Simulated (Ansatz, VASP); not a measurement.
**One calculation of NbN, two programs**

```
CELL_PARAMETERS angstrom
3.09748 0.00000 0.00000
0.00000 3.09748 0.00000
0.00000 0.00000 25.95124
ATOMIC_POSITIONS crystal
Nb 0.00000 0.00000 0.29287
Nb 0.50000 0.50000 0.36804
Nb 0.00000 0.00000 0.46208
Nb 0.50000 0.50000 0.53792
Nb 0.00000 0.00000 0.63196
Nb 0.50000 0.50000 0.70713
N 0.50000 0.50000 0.28010
N 0.00000 0.00000 0.37425
N 0.50000 0.50000 0.45309
N 0.00000 0.00000 0.54691
N 0.50000 0.50000 0.62575
N 0.00000 0.00000 0.71990
```

Alike in both runs: functional PBEsol; k mesh 11 × 11 × 1; occupations gaussian, width 0.1 eV; no spin polarisation.

Ansatz relaxed the structure, and its values are those at the end. VASP's run is a single point on that final structure, the one shown.

|  | VASP | Ansatz |
| --- | --- | --- |
| version | VASP 6.6.1 | Ansatz 0.2.0 |
| potentials or method | VASP PAW PBE potentials, release 64 (Nb_sv, N), cutoff 520 eV | scalar-relativistic, plane waves, PAW |
| valence electrons in the cell | 108 | 108 |

```tsv
	VASP	Ansatz	Ansatz less VASP
gap on the k mesh at the Fermi level (eV)	none	none	-
rms of the force components (eV/Å)	0.005	0.003	-0.0014
```

VASP's potentials were made for PBE, not for PBEsol. A gap of «none» marks a metal or a gap that the smearing closes. The functional is the same, so the differences come from potentials, cutoffs and numerics. Ansatz's warnings: vacuum density over bound.
